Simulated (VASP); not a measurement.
Al3BP4: single point with PBE

Al3BP4:

```
Al B P
1.0
     3.68777    0.00000    0.00000
     0.00000    3.68777    0.00000
     0.00000    0.00000   10.81653
Al B P
3 1 4
Direct
  0.50000 0.50000 0.76615
  0.00000 0.00000 0.50000
  0.50000 0.50000 0.23385
  0.00000 0.00000 0.00000
  0.00000 0.50000 0.09839
  0.50000 0.00000 0.90161
  0.00000 0.50000 0.63320
  0.50000 0.00000 0.36680
```

```yaml
Program: VASP 6.6.1
Task: single point
Functional: PBE
Potentials_or_basis: VASP PAW PBE potentials, release 64 (Al, B, P)
Cutoff: 520 eV
k_mesh: 5 × 5 × 2
Occupations: gaussian, width 0.2 eV
Spin: no spin polarisation
```

The pressure is 0.2 GPa. The largest force is 0.044 eV/Å. The band gap on the k mesh is 0.95 eV.

Forces in eV/Å, atoms in the order of the input:
```
Al   0.000  0.000  0.026
Al   0.000  0.000  0.000
Al   0.000  0.000 -0.026
B    0.000  0.000  0.000
P    0.000  0.000  0.044
P    0.000  0.000 -0.044
P    0.000  0.000  0.000
P    0.000  0.000  0.000
```

Stress tensor (GPa, compression positive):
```
0.28 0.00 0.00
0.00 0.28 0.00
0.00 0.00 0.10
```

Levels at points of the mesh, in eV from the valence-band top:
```
           k point  band 14  band 15  band 16  band 17  band 18  band 19
(0.00, 0.00, 0.00)    -0.29     0.00     0.00     0.95     1.21     2.14
(0.00, 0.00, 0.50)    -0.80    -0.29    -0.29     1.01     1.24     2.13
```

It took 25 s on 1 thread of Intel(R) Xeon(R) 6975P-C (Granite Rapids) (shared host), peak memory 0.25 GiB.

Caveat: an odd mesh through Γ misses points on the zone boundary, where band edges can lie.
